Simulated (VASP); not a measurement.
Set up this calculation in VASP 6.6.1, as the native input.

```yaml
Task: single point
Functional: RPBE
Potentials_or_basis: VASP PAW PBE potentials, release 64 (Ta_sv_GW, As_d, Au_sv_GW, O)
Cutoff: 700 eV
k_mesh: 5 × 5 × 2
Occupations: fermi-dirac, width 0.05 eV
Spin: no spin polarisation
Dipole_correction: no
Further_INCAR_settings: LREAL = Auto; ALGO = Normal; EDIFF = 1e-06; NBANDS = 100
```

The structure of Ta3AsAu2O13 lies in POSCAR:

```
Ta3AsAu2O13
1.0
    6.8784986587     -1.9343892655     -0.0091628235
    6.8784986587      1.9343892655     -0.0091628235
   -1.7156064008      0.0000000000     10.4641817007
Ta As Au O
3 1 2 13
Direct
    0.2996367660      0.2996367660      0.6322279968
    0.3593461984      0.3593461984      0.0037904633
    0.6404470952      0.6404470952      0.9969318887
    0.7011890889      0.7011890889      0.3603189151
    0.6031940790      0.6031940790      0.6315586453
    0.3977174379      0.3977174379      0.3647074862
    0.3442803524      0.3442803524      0.8058916113
    0.4153654857      0.4153654857      0.5548460185
    0.7831974180      0.7831974180      0.6003011878
    0.6582287716      0.6582287716      0.2001972959
    0.5921629063      0.5921629063      0.4355835691
    0.2187009458      0.2187009458      0.4105672656
    0.6154947618      0.6154947618      0.8221321145
    0.1457405042      0.1457405042      0.6416986331
    0.3820890470      0.3820890470      0.1782412352
    0.8431198676      0.8431198676      0.3585414126
    0.5006033093      0.5006033093      0.0025821685
    0.8137011481      0.8137011481      0.9920685379
    0.1858048168      0.1858048168      0.0078035546
```

The input as run:

INCAR

```
SYSTEM = Ta3AsAu2O13
  PREC = Accurate
  ENCUT = 700
  EDIFF = 1E-6
  ISMEAR = -1
  SIGMA = 0.05
  LREAL = Auto
  LASPH = .TRUE.
  NELM = 120
  ALGO = Normal
  ISIF = 2
  LWAVE = .FALSE.
  LCHARG = .TRUE.
  GGA = RP
  LELF = .TRUE.
  LVHAR = .TRUE.
  NBANDS = 100
  GGA_COMPAT = .FALSE.
```

KPOINTS

```
Automatic mesh
0
G
  5 5 2
  0 0 0
```

Potentials or basis: VASP PAW PBE potentials, release 64 (Ta_sv_GW, As_d, Au_sv_GW, O).

Run with:

```bash
$ cat potpaw_PBE.64/Ta_sv_GW/POTCAR potpaw_PBE.64/As_d/POTCAR potpaw_PBE.64/Au_sv_GW/POTCAR potpaw_PBE.64/O/POTCAR > POTCAR
$ mpirun -np 1 vasp_std > vasp.out
```

Results of the run:

- Pressure: -0.1 GPa
- Largest force: 0.219 eV/Å
- Band gap on the k mesh: zero (bands 85 and 86 overlap by 0.17 eV)

Caveat: the PAW data sets were made with another functional, which shifts forces and pressure a little; spin-orbit coupling is left out, which moves the levels of the heavy elements.

Run time: 41 min on 1 thread of Intel(R) Xeon(R) 6975P-C (Granite Rapids), on a shared host, peak memory 1.1 GiB.
